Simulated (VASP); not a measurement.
Input of a VASP 6.6.1 run:

Contents of INCAR:

```
  PREC = Accurate
  ENCUT = 520
  EDIFF = 1E-7
  ISMEAR = 0
  SIGMA = 0.15
  LREAL = False
  LASPH = True
  NELM = 60
  ALGO = Normal
  ISIF = 2
  LWAVE = False
  LCHARG = True
  GGA = PS
  LELF = True
  LVHAR = True
  NBANDS = 16
```

The input KPOINTS:

```
regular mesh
0
Gamma
  16 16 16
```

The input POSCAR:

```
YS
1.0
    0.0000000000      2.7436500000      2.7436500000
    2.7436500000      0.0000000000      2.7436500000
    2.7436500000      2.7436500000      0.0000000000
Y S
1 1
Direct
    0.5000000000      0.5000000000      0.5000000000
    0.0911194941      0.0911194941     -0.0911194941
```

Potentials or basis: VASP PAW PBE potentials, release 64 (Y_sv, S).

Run with:

```bash
$ cat potpaw_PBE.64/Y_sv/POTCAR potpaw_PBE.64/S/POTCAR > POTCAR
$ mpirun -np 1 vasp_std > vasp.out
```

Question: What does it give for the largest force?

Answer: 5.743 eV/Å.

Question: Estimate the pressure.

Answer: 11.2 GPa.

Stress tensor (GPa, compression positive):
```
-2.25  0.00  0.00
 0.00 -2.25  0.00
 0.00  0.00 38.25
```

Caveat: the cell differs from its parent crystal (all S atoms moved -0.500 Å, as atom 2 towards its neighbour atom 1 (Y) at 2.744 Å); the PAW data sets were made with another functional, which shifts forces and pressure a little.
